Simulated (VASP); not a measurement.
Set up this calculation in VASP 6.6.1, as the native input.

```
Task                   : single point
Functional             : PBEsol
Potentials or basis    : VASP PAW PBE potentials, release 64 (Lu)
Cutoff                 : 520 eV
k mesh                 : 16 × 16 × 10
Occupations            : fermi-dirac, width 0.1 eV
Spin                   : no spin polarisation
Dipole correction      : no
Further INCAR settings : ALGO = Normal; EDIFF = 1e-06; NBANDS = 32
```

The structure of Lu lies in POSCAR:

```
Lu
1.0
    3.4212209068      0.0000000000      0.0000000000
   -1.7106104534      2.9628642172      0.0000000000
    0.0000000000      0.0000000000      5.3320192895
Lu
2
Direct
    0.3333333333      0.6666666667      0.2500000000
    0.6666666667      0.3333333333      0.7500000000
```

One way to write it, as run:

INCAR

```
ALGO = Normal
EDIFF = 1E-6
ENCUT = 520
GGA = PS
ISIF = 2
ISMEAR = -1
LASPH = T
LCHARG = T
LELF = T
LREAL = F
LVHAR = T
LWAVE = F
NBANDS = 32
NELM = 60
PREC = Accurate
SIGMA = 0.1
```

KPOINTS

```
k-points
0
Gamma
  16 16 10
```

Potentials or basis: VASP PAW PBE potentials, release 64 (Lu).

Run with:

```sh
$ cat potpaw_PBE.64/Lu/POTCAR > POTCAR
$ mpirun -np 1 vasp_std > vasp.out
```

Results of the run:

```
Pressure               : 1.1 GPa
Band gap on the k mesh : zero (bands 25 and 26 overlap by 1.92 eV)
```

Caveat: the PAW data sets were made with another functional, which shifts forces and pressure a little; spin-orbit coupling is left out, which moves the levels of the heavy elements.

Run time: 2.8 min on 1 thread of Intel(R) Xeon(R) Platinum 8559C (Emerald Rapids) (shared host), peak memory 0.36 GiB.
